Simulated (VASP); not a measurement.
Input of a VASP 6.6.1 run:

Contents of INCAR:

```
SYSTEM = SnO
PREC = Accurate ; ENCUT = 520
EDIFF = 1E-6 ; ISMEAR = 0
SIGMA = 0.02 ; LREAL = .FALSE.
LASPH = .TRUE. ; NELM = 60
ALGO = Normal ; ISIF = 2
LWAVE = .FALSE. ; LCHARG = .TRUE.
GGA = PE ; LELF = .TRUE.
LVHAR = .TRUE. ; NBANDS = 50
```

Contents of KPOINTS:

```
Automatic mesh
0
G
  6 6 4
  0 0 0
```

Contents of POSCAR:

```
SnO
1.0
    2.7626985156     -2.7298174925     -0.0291122843
    2.7525849748      2.7197072172     -0.0377131518
   -0.1247915414     -0.0160562955     10.2705592600
Sn O
4 4
Direct
    0.7355854614      0.2633795672      0.8633106553
    0.2739015173      0.7440484090      0.1349487425
    0.7572459698      0.2368651919      0.3670846305
    0.2410313243      0.7817785168      0.6349171530
    0.2718761633      0.2465292227      0.2467669246
    0.7431773681      0.7823784534      0.7491064042
    0.2215019945      0.2758207736      0.7494336474
    0.7780204891      0.7599118483      0.2534839953
```

Potentials or basis: VASP PAW PBE potentials, release 64 (Sn_d, O).

The run is started by

```console
$ cat potpaw_PBE.64/Sn_d/POTCAR potpaw_PBE.64/O/POTCAR > POTCAR
$ mpirun -np 1 vasp_std > vasp.out
```

Q: Estimate the largest force.

A: 0.624 eV/Å.

Q: Estimate the pressure.

A: -1.0 GPa.

Q: Predict the band gap on the k mesh.

A: 0.46 eV (least direct gap 1.80 eV).

Forces on the atoms (eV/Å):
```
Sn   0.269  0.211 -0.072
Sn  -0.102  0.073  0.381
Sn   0.413  0.124 -0.450
Sn  -0.234 -0.068  0.211
O    0.144  0.153  0.269
O   -0.435 -0.011 -0.110
O    0.413 -0.257 -0.022
O   -0.469 -0.226 -0.206
```

Caveat: the cell differs from its parent crystal (atoms moved at random and the cell strained at random); semilocal functionals underestimate gaps, and a narrow one can read as zero; spin-orbit coupling is left out, which moves the levels of the heavy elements. A k mesh can miss the band edges.
